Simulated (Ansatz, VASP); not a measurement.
# ZnO in VASP and in Ansatz

File INCAR:

```
SYSTEM = ZnO
PREC = Accurate
ENCUT = 910
EDIFF = 1E-6
ISMEAR = 0
SIGMA = 0.05
LREAL = .False.
LASPH = .True.
NELM = 120
ALGO = Normal
ISIF = 2
LWAVE = .False.
LCHARG = .True.
GGA = PS
LELF = .True.
LVHAR = .True.
NBANDS = 26
GGA_COMPAT = .False.
```

Contents of KPOINTS:

```
Automatic mesh
0
Gamma
  9 9 6
  0 0 0
```

POSCAR

```
ZnO
1.0
    3.2905078253      0.0000000000      0.0000000000
   -1.6452539126      2.8496633681      0.0000000000
    0.0000000000      0.0000000000      5.0282250078
Zn O
2 2
Direct
    0.3333333333      0.6666666667      0.0015754469
    0.6666666667      0.3333333333      0.5015754469
    0.3333333333      0.6666666667      0.3352736727
    0.6666666667      0.3333333333      0.8352736727
```

Input for Ansatz:

```yaml
crystal:
  lattice:
    - [3.2905078253, 0.0, 0.0]
    - [-1.6452539126, 2.8496633681, 0.0]
    - [0.0, 0.0, 5.0282250078]
  atoms:
    - { symbol: Zn, position: [0.3333333333, 0.6666666667, 0.0015754469] }
    - { symbol: Zn, position: [0.6666666667, 0.3333333333, 0.5015754469] }
    - { symbol: O, position: [0.3333333333, 0.6666666667, 0.3352736727] }
    - { symbol: O, position: [0.6666666667, 0.3333333333, 0.8352736727] }
basis:
  ecutwfc: 520.0
kpoints:
  mp_grid: { grid: [9, 9, 6] }
hamiltonian:
  xc: pbesol
  pseudopotentials: { kind: paw, azcp: { folder: soft_1 } }
scf:
  occupations: { method: gaussian, width: 0.05 }
output:
  forces: true
  stress: true
  eigenvalues: true
```

Alike in both runs: task single point; functional PBEsol; k mesh 9 × 9 × 6; occupations gaussian, width 0.05 eV; no spin polarisation.

```csv
,VASP,Ansatz
version,VASP 6.6.1,Ansatz 0.2.0
potentials or method,"VASP PAW PBE potentials, release 64 (Zn, O_h), cutoff 910 eV","scalar-relativistic, plane waves, PAW"
valence electrons in the cell,36,36
```

Ansatz gave:

| Property | Result |
| --- | --- |
| gap on the k mesh at the Fermi level (eV) | 0.88 |
| least direct gap on the mesh (eV) | 0.89 |
| rms of the force components (eV/Å) | 2.926 |

Which values does VASP return?

gap on the k mesh at the Fermi level (eV): 0.89; least direct gap on the mesh (eV): 0.91; rms of the force components (eV/Å): 3.024.

VASP's potentials were made for PBE, not for PBEsol, and Ansatz warns of the same on its side. Atom by atom the forces differ by 0.098 eV/Å (rms over components). The functional is the same, so the differences come from potentials, cutoffs and numerics.

Noted on VASP's run: the cutoff is short for stress, so the pressure is rough.
